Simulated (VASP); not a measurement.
# NbSn2S3: single point with PBE

Crystal: NbSn2S3.

```
CELL_PARAMETERS angstrom
5.19699 0.00000 0.00000
-2.59849 4.50072 0.00000
0.00000 0.00000 9.01012
ATOMIC_POSITIONS crystal
Nb 0.00000 0.00000 0.50000
Sn 0.33333 0.66667 0.50000
Sn 0.66667 0.33333 0.50000
S 0.00000 0.00000 0.00000
S 0.00000 0.00000 0.24272
S 0.00000 0.00000 0.75728
```

```json
{
 "Program": "VASP 6.6.1",
 "Task": "single point",
 "Functional": "PBE",
 "Potentials or basis": "VASP PAW PBE potentials, release 64 (Nb_sv, Sn_d, S)",
 "Cutoff": "520 eV",
 "k mesh": "6 × 6 × 4",
 "Occupations": "gaussian, width 0.1 eV",
 "Spin": "no spin polarisation",
 "Dipole correction": "no",
 "Further INCAR settings": "ALGO = Normal; EDIFF = 1e-06; NBANDS = 38"
}
```

```json
{"Pressure": "0.0 GPa", "Largest force": "0.033 eV/Å"}
```

Forces in eV/Å, atoms in the order of the input:
```
Nb   0.000  0.000  0.000
Sn   0.000  0.000  0.000
Sn   0.000  0.000  0.000
S    0.000  0.000  0.000
S    0.000  0.000  0.033
S    0.000  0.000 -0.033
```

Levels at points of the mesh, in eV from the Fermi level:
| k point | band 28 | band 29 | band 30 | band 31 | band 32 | band 33 |
| --- | --- | --- | --- | --- | --- | --- |
| (0.00, 0.00, 0.00) | -1.12 | -0.48 | -0.48 | 1.30 | 1.30 | 2.20 |
| (0.50, 0.00, 0.00) | -0.66 | -0.19 | 0.15 | 0.44 | 0.73 | 1.26 |
| (0.00, 0.00, 0.50) | -1.08 | -1.08 | -0.15 | 1.43 | 1.84 | 1.84 |
| (0.50, 0.00, 0.50) | -1.15 | -1.00 | -0.66 | 0.82 | 1.31 | 1.65 |

Run time: 3.2 min on 1 thread of Intel(R) Xeon(R) Platinum 8259CL CPU @ 2.50GHz (Skylake/Cascade Lake), with other jobs on the host, peak memory 0.42 GiB.

Caveat: spin-orbit coupling is left out, which moves the levels of the heavy elements.
